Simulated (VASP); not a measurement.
# Mg in VASP: settings compared

Mg is run at these levels: LDA, BLYP, r2SCAN, r2SCAN+rVV10, PBEsol-based global hybrid; tasks: single point.

Program: VASP 6.6.1. These are calculated values, not measurements. Logs are shortened: lines on timing, memory, paths and dates and some standing lists are left out, and cuts for length are marked.

### 1 The cell of the first run

The structure is cubic, space group Fm-3m (No. 225). The conventional cell has a = 4.489 Å, b = 4.489 Å, c = 4.489 Å, α = 90.00°, β = 90.00°, γ = 90.00°. Mg (site symmetry m-3m) has 12 Mg at 3.17 Å within 4.2 Å.

### 2 Single point, LDA

INCAR reads:

```
ALGO     = Normal         # electronic algorithm
EDIFF    = 1E-7           # SCF threshold, eV
ENCUT    = 520            # plane-wave cutoff, eV
GGA      = CA             # functional
ISIF     = 2              # what is computed and relaxed
ISMEAR   = -5             # smearing method
LASPH    = True           # aspherical terms in the spheres
LCHARG   = False          # write CHGCAR
LREAL    = False          # projectors in reciprocal space
LWAVE    = False          # write WAVECAR
NBANDS   = 7              # bands
NELM     = 80             # most SCF steps
PREC     = Accurate       # precision mode
SIGMA    = 0.05           # smearing width, eV
```

KPOINTS reads:

```
k-points
0
Gamma
  10 10 10
```

POSCAR reads:

```
Mg
1.0
    0.0000000000      2.2442560000      2.2442560000
    2.2442560000      0.0000000000      2.2442560000
    2.2442560000      2.2442560000      0.0000000000
Mg
1
Direct
    0.0000000000      0.0000000000      0.0000000000
```

Potentials or basis: VASP PAW LDA potentials, release 64 (Mg).

On the command line:

```bash
$ cat potpaw_LDA.64/Mg/POTCAR > POTCAR
$ mpirun -np 1 vasp_std > vasp.out
```

OUTCAR:

```text
EDIFF = 1E-7
   ENCUT = 520
   GGA = CA
   ISIF = 2
   ISMEAR = -5
   LASPH = True
   LREAL = False
   NELM = 80
   PREC = Accurate

 ion  position               nearest neighbor table
   1  0.000  0.000  0.000-

  LATTYP: Found a face centered cubic cell.
 ALAT       =     4.4885120000

  Lattice vectors:

 A1 = (   0.0000000000,   2.2442560000,   2.2442560000)
 A2 = (   2.2442560000,   0.0000000000,   2.2442560000)
 A3 = (   2.2442560000,   2.2442560000,   0.0000000000)

Analysis of symmetry for initial positions (statically):
=====================================================================
 Subroutine PRICEL returns:
 Original cell was already a primitive cell.

 Routine SETGRP: Setting up the symmetry group for a
 face centered cubic supercell.

 Subroutine GETGRP returns: Found 48 space group operations
 (whereof 48 operations were pure point group operations)
 out of a pool of 48 trial point group operations.

The static configuration has the point symmetry O_h .

Analysis of symmetry for dynamics (positions and initial velocities):
=====================================================================
 Subroutine PRICEL returns:
 Original cell was already a primitive cell.

 Routine SETGRP: Setting up the symmetry group for a
 face centered cubic supercell.

 Subroutine GETGRP returns: Found 48 space group operations
 (whereof 48 operations were pure point group operations)
 out of a pool of 48 trial point group operations.

The dynamic configuration has the point symmetry O_h .

 Subroutine INISYM returns: Found 48 space group operations
 (whereof 48 operations are pure point group operations),
 and found     1 'primitive' translations

----------------------------------------------------------------------------------------

                                     Primitive cell

  volume of cell :      22.6072

  direct lattice vectors                    reciprocal lattice vectors
     0.000000000  2.244256000  2.244256000    -0.222790983  0.222790983  0.222790983
     2.244256000  0.000000000  2.244256000     0.222790983 -0.222790983  0.222790983
     2.244256000  2.244256000  0.000000000     0.222790983  0.222790983 -0.222790983

  length of vectors
     3.173857273  3.173857273  3.173857273     0.385885302  0.385885302  0.385885302

  position of ions in fractional coordinates (direct lattice)
     0.000000000  0.000000000  0.000000000

  ion indices of the primitive-cell ions
   primitive index   ion index
                 1           1

----------------------------------------------------------------------------------------

 KPOINTS: k-points

Automatic generation of k-mesh.
 Grid dimensions read from file:
 generate k-points for:   10   10   10

 Generating k-lattice:

  Cartesian coordinates                     Fractional coordinates (reciprocal lattice)
    -0.022279098  0.022279098  0.022279098     0.100000000  0.000000000  0.000000000
     0.022279098 -0.022279098  0.022279098     0.000000000  0.100000000  0.000000000
     0.022279098  0.022279098 -0.022279098     0.000000000  0.000000000  0.100000000

  Length of vectors
     0.038588530  0.038588530  0.038588530

  Shift w.r.t. Gamma in fractional coordinates (k-lattice)
     0.000000000  0.000000000  0.000000000

 TETIRR: Found    148 inequivalent tetrahedra from     6000

 Subroutine IBZKPT returns following result:
 ===========================================

 Found     47 irreducible k-points:

 Following reciprocal coordinates:
            Coordinates               Weight
  0.000000  0.000000  0.000000      1.000000
  0.100000  0.000000  0.000000      8.000000
  0.200000  0.000000  0.000000      8.000000
  0.300000  0.000000  0.000000      8.000000
  0.400000  0.000000  0.000000      8.000000
  0.500000  0.000000  0.000000      4.000000
[... 16 lines left out ...]
  0.300000  0.300000  0.000000      6.000000
  0.400000  0.300000  0.000000     24.000000
 [... further k-points ...]
   k-points           NKPTS =     47   k-points in BZ     NKDIM =     47   number of bands    NBANDS=      7
   number of dos      NEDOS =    301   number of ions     NIONS =      1
   total plane-waves  NPLWV =  13824
   dimension x,y,z NGX =    24 NGY =   24 NGZ =   24
   dimension x,y,z NGXF=    48 NGYF=   48 NGZF=   48
   ions per type =               1
   NGX,Y,Z   is equivalent  to a cutoff of  12.57, 12.57, 12.57 a.u.
   NGXF,Y,Z  is equivalent  to a cutoff of  25.14, 25.14, 25.14 a.u.
 SYSTEM =  unknown system
   PREC   = accura    normal or accurate (medium, high low for compatibility)
   ISTART =      0    job   : 0-new  1-cont  2-samecut
   ICHARG =      2    charge: 1-file 2-atom 10-const
   ISPIN  =      1    spin polarized calculation?
   LNONCOLLINEAR =      F non collinear calculations
   LSORBIT =      F    spin-orbit coupling
   LASPH  =      T    aspherical Exc in radial PAW
   ENCUT  =  520.0 eV  38.22 Ry    6.18 a.u.   5.90  5.90  5.90*2*pi/ulx,y,z
   NELM   =     80;   NELMIN=  2; NELMDL= -5     # of ELM steps
   EDIFF  = 0.1E-06   stopping-criterion for ELM
   LREAL  =      F    real-space projection
   EDIFFG = 0.1E-05   stopping-criterion for IOM
   NSW    =      0    number of steps for IOM
   IBRION =     -1    ionic relax: 0-MD 1-quasi-New 2-CG
   NFREE  =      0    steps in history (QN), initial steepest desc. (CG)
   ISIF   =      2    stress and relaxation
   ISYM   =      2    0-nonsym 1-usesym 2-fastsym
   POTIM  = 0.5000    time-step for ionic-motion
   TEBEG  =    0.0;   TEEND  =   0.0 temperature during run
   PSTRESS=    0.0 pullay stress
   NELECT =       2.0000    total number of electrons
   NUPDOWN=      -1.0000    fix difference up-down
   EMIN   =  10.00;   EMAX   =-10.00  energy-range for DOS
   EFERMI =   0.00;   METHOD = LEGACY
   ISMEAR =    -5;   SIGMA  =   0.05  broadening in eV -4-tet -1-fermi 0-gaus
   EFERMI_NEDOS =   21; number of points for ismear=-14 and -15
   IALGO  =     38    algorithm
   IMIX   =      4    mixing-type and parameters
     AMIX     =   0.40;   BMIX     =  1.00
     AMIX_MAG =   1.60;   BMIX_MAG =  1.00
  volume/ion in A,a.u.               =      22.61       152.56
  Fermi-wavevector in a.u.,A,eV,Ry     =   0.729462  1.378483  7.239854  0.532114
  Thomas-Fermi vector in A             =   1.821189
   LORBIT       =      0    0 simple, 1 ext, 2 COOP (PROOUT), +10 PAW based schemes
   GGA     = CA    functional components
   LHFCALC =     F    Hartree Fock is set to
   AEXX    =    0.0000 exact exchange contribution
   IVDW    =     0    specifies the selected vdW correction
   LEPSILON=     F    determine dielectric tensor
   LRPA    =     F    only Hartree local field effects (RPA)
 non-spin polarized calculation
 Fermi weights with tetrahedron method with Bloechl corrections
  energy-cutoff  :      520.00
  volume of cell :       22.61
 maximum number of plane-waves:       620
   NGX = 11   NGY = 11   NGZ = 11

 number of electron       2.0000000 magnetization

 Free energy of the ion-electron system (eV)
  ---------------------------------------------------
  ext. energy  EPLUGINS =         0.00000000
  ---------------------------------------------------
  free energy    TOTEN  =        -1.79180179 eV

  energy without entropy =       -1.79180179  energy(sigma->0) =       -1.79180179

 E-fermi :   2.5117     XC(G=0):  -8.7309

 val. band max:        2.7134172240   @ k =  -0.3000   0.4000   0.1000
 cond. band min:       2.5240007149   @ k =  -0.4000   0.2000   0.0000
 fundamental gap:     -0.1894165090
 Fermi energy:         2.5117430009

 k-point     1 :       0.0000    0.0000    0.0000
  band No.  band energies     occupation
      1      -4.4375      2.00000
      2      14.9356      0.00000
      3      14.9356      0.00000
      4      14.9356      0.00000
      5      16.8124      0.00000
      6      16.8124      0.00000
      7      16.8124      0.00000

 k-point     2 :       0.1000    0.0000    0.0000
  band No.  band energies     occupation
      1      -4.2133      2.00000
      2      12.3196      0.00000
      3      14.4916      0.00000
      4      14.4916      0.00000
      5      16.8154      0.00000
      6      17.6288      0.00000
      7      17.6288      0.00000

 k-point     3 :       0.2000    0.0000    0.0000
  band No.  band energies     occupation
      1      -3.5439      2.00000
      2       9.0540      0.00000
      3      13.9344      0.00000
      4      13.9344      0.00000
      5      16.3731      0.00000
      6      17.7938      0.00000
      7      17.7938      0.00000

 k-point     4 :       0.3000    0.0000    0.0000
  band No.  band energies     occupation
      1      -2.4387      2.00000
      2       6.0388      0.00000
      3      13.6533      0.00000
      4      13.6533      0.00000
      5      16.1066      0.00000
      6      16.2801      0.00000
      7      16.2801      0.00000

 k-point     5 :       0.4000    0.0000    0.0000
  band No.  band energies     occupation
      1      -0.9136      2.00000
      2       3.3581      0.02655
      3      13.6875      0.00000
      4      13.6875      0.00000
      5      15.1424      0.00000
      6      15.1424      0.00000
      7      16.1456      0.00000
[... 161 lines left out ...]
 k-point    22 :      -0.2000    0.2000    0.0000
  band No.  band energies     occupation
      1      -2.0732      2.00000
      2       7.1686      0.00000
      3       8.5091      0.00000
      4      14.0232      0.00000
      5      15.5073      0.00000
      6      17.2463      0.00000
      7      18.5549      0.00000

 k-point    23 :       0.3000    0.3000    0.0000
  band No.  band energies     occupation
      1      -1.7820      2.00000
      2       9.4176      0.00000
      3       9.8589      0.00000
      4      10.4815      0.00000
      5      10.4815      0.00000
      6      13.4831      0.00000
      7      23.2049      0.00000

 k-point    24 :       0.4000    0.3000    0.0000
  band No.  band energies     occupation
      1      -0.6988      2.00000
      2       7.3958      0.00000
      3       7.9116      0.00000
      4      10.1741      0.00000
      5      10.9970      0.00000
      6      14.1987      0.00000
      7      22.6526      0.00000

 [... further k-points ...]
[... 5 lines left out ...]
  --------------------------------------------------------------------------------------
  -------------------------------------------------------------------------------------
  Total       -0.2756642     -0.2756642     -0.2756642     -0.0000000      0.0000000      0.0000000
  in kB      -19.5363663    -19.5363663    -19.5363663     -0.0000000      0.0000000      0.0000000
  external PRESSURE =     -19.5363663 kB  Pullay stress =       0.0000000 kB

 VOLUME and BASIS-vectors are now :
 -----------------------------------------------------------------------------
  energy-cutoff  :      520.00
  volume of cell :       22.61
      direct lattice vectors                 reciprocal lattice vectors
     0.000000000  2.244256000  2.244256000    -0.222790983  0.222790983  0.222790983
     2.244256000  0.000000000  2.244256000     0.222790983 -0.222790983  0.222790983
     2.244256000  2.244256000  0.000000000     0.222790983  0.222790983 -0.222790983

 POSITION                                       TOTAL-FORCE (eV/Angst)
 -----------------------------------------------------------------------------------
      0.00000      0.00000      0.00000         0.000000     -0.000000     -0.000000
 -----------------------------------------------------------------------------------
    total drift:                               -0.000000      0.000000      0.000000

  FREE ENERGIE OF THE ION-ELECTRON SYSTEM (eV)
  ---------------------------------------------------
  free  energy   TOTEN  =        -1.7918017881 eV

  energy  without entropy=       -1.7918017881  energy(sigma->0) =       -1.79180179
```

It took 3.6 s on 1 thread of AMD EPYC 9R45 (Zen 5), shared host; peak memory 0.09 GiB.

Results:

```yaml
Free_energy: -1.7918 eV
Pressure: -2.0 GPa
Band_gap_on_the_k_mesh: zero (band 1 reaches 3.39 eV, above the bottom of band 2 at 1.22 eV)
```

Levels at points of the mesh, in eV from the Fermi level:
```tsv
k point	band 1	band 2	band 3	band 4	band 5
(0.00, 0.00, 0.00)	-6.95	12.42	12.42	12.42	14.30
(0.50, 0.00, 0.00)	-1.67	-1.30	11.35	11.35	12.08
(0.50, 0.50, 0.00)	-0.19	0.82	6.18	6.98	6.98
```

Caveat: tetrahedron occupations give inexact forces and stress in metals.

[end of part 1 of 2]
